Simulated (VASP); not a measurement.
Set up this calculation in VASP 6.6.1, as the native input.

```
Task                   : single point
Functional             : PBE
Potentials or basis    : VASP PAW PBE potentials, release 64 (Nb_sv, Mo_sv, N)
Cutoff                 : 600 eV
k mesh                 : 3 × 3 × 2
Occupations            : gaussian, width 0.15 eV
Spin                   : collinear spin
Starting moments       : [0.0, 0.0, 1.0, 0.0, 0.0, 0.0] μB
Dipole correction      : no
Further INCAR settings : ALGO = Normal; EDIFF = 1e-06; NBANDS = 40
```

The structure of Nb2MoN3 lies in POSCAR:

```
Nb2MoN3
1.0
    3.5133508820      0.0000000000      0.0000000000
    0.0000000000      3.5133508820      0.0000000000
    0.0000000000      0.0000000000      5.8336000028
Nb Mo N
2 1 3
Direct
    0.0000000000      0.0000000000      0.7631441426
    0.0000000000      0.0000000000      0.2368558574
    0.5000000000      0.5000000000      0.5000000000
    0.5000000000      0.0000000000      0.0000000000
    0.0000000000      0.5000000000      0.0000000000
    0.5000000000      0.5000000000      0.0000000000
```

The cell was built from a structure type or drawn by symmetry, and may not be a known phase.

These files were run (other wordings do the same):

INCAR

```
PREC = Accurate ; ENCUT = 600
EDIFF = 1E-6 ; ISMEAR = 0
SIGMA = 0.15 ; LREAL = False
LASPH = True ; NELM = 200
ALGO = Normal ; ISIF = 2
LWAVE = False ; LCHARG = False
ISPIN = 2 ; MAGMOM = 0 0 1 0 0 0
LORBIT = 11 ; LMAXMIX = 4
GGA = PE ; NBANDS = 40
GGA_COMPAT = False
```

KPOINTS

```
Automatic mesh
0
Gamma
  3 3 2
```

Potentials or basis: VASP PAW PBE potentials, release 64 (Nb_sv, Mo_sv, N).

Run with:

```console
$ cat potpaw_PBE.64/Nb_sv/POTCAR potpaw_PBE.64/Mo_sv/POTCAR potpaw_PBE.64/N/POTCAR > POTCAR
$ mpirun -np 1 vasp_std > vasp.out
```

Results of the run:

| Item | Value |
| --- | --- |
| Pressure | -0.3 GPa |
| Largest force | 0.003 eV/Å |
| Net moment | 0.00 μB per cell |
| Valence electrons inside the program's atomic spheres | Nb 10.52; Mo 12.37; N 3.64, 3.47 (each value once) |

Caveat: the k points lie up to 0.60 Å⁻¹ apart.

Run time: 2 min on 1 thread of Intel Xeon 8259CL, on a shared host, peak memory 0.23 GiB.
